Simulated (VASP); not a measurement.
BeI:

```
Be I
1.0
     2.44404    1.41107    4.02677
    -2.44404    1.41107    4.02677
     0.00000   -2.82213    4.02677
Be I
1 1
Direct
  0.50000 0.50000 0.50000
  0.00000 0.00000 0.00000
```

```yaml
Program: VASP 6.6.1
Task: relaxation of cell and atoms
Functional: PBE
Potentials_or_basis: VASP PAW PBE potentials, release 64 (Be, I)
Cutoff: 600 eV
k_mesh: 6 × 6 × 6
Occupations: gaussian, width 0.1 eV
Spin: no spin polarisation
```

At the start: pressure -5.3 GPa; volume 41.66 Å³/atom.

How do energy, volume and symmetry change on relaxing?

Over 7 steps the energy falls by 598.7 meV/atom and the volume is 21.75 Å³/atom (-47.8 %); space group Fm-3m (No. 225, to 0.05 Å).

Step by step:
```tsv
step	energy change (eV)	largest force (eV/Å)	pressure (GPa)	volume (Å³)
1	0.0000	0.0000	-5.33	83.32
2	-0.5474	0.0000	-5.74	67.71
3	-0.6616	0.0000	21.26	32.79
4	-1.0183	0.0000	-4.39	53.27
5	-1.1477	0.0000	4.49	39.57
6	-1.1880	0.0000	-1.59	45.15
7	-1.1974	0.0000	-0.17	43.49
```

Final structure:
```xyz
2
Lattice="1.9715 1.1382 3.2302 -1.9715 1.1382 3.2302 0.0000 -2.2764 3.2302" Properties=species:S:1:pos:R:3 pbc="T T T"
Be    0.0000    0.0000    4.8454
I     0.0000    0.0000    0.0000
```

Caveat: the volume moved by over 15 % at a fixed basis, so the end points are rough; an odd number of electrons without spin polarisation forces a metal; a magnetic or distorted state may lie lower.
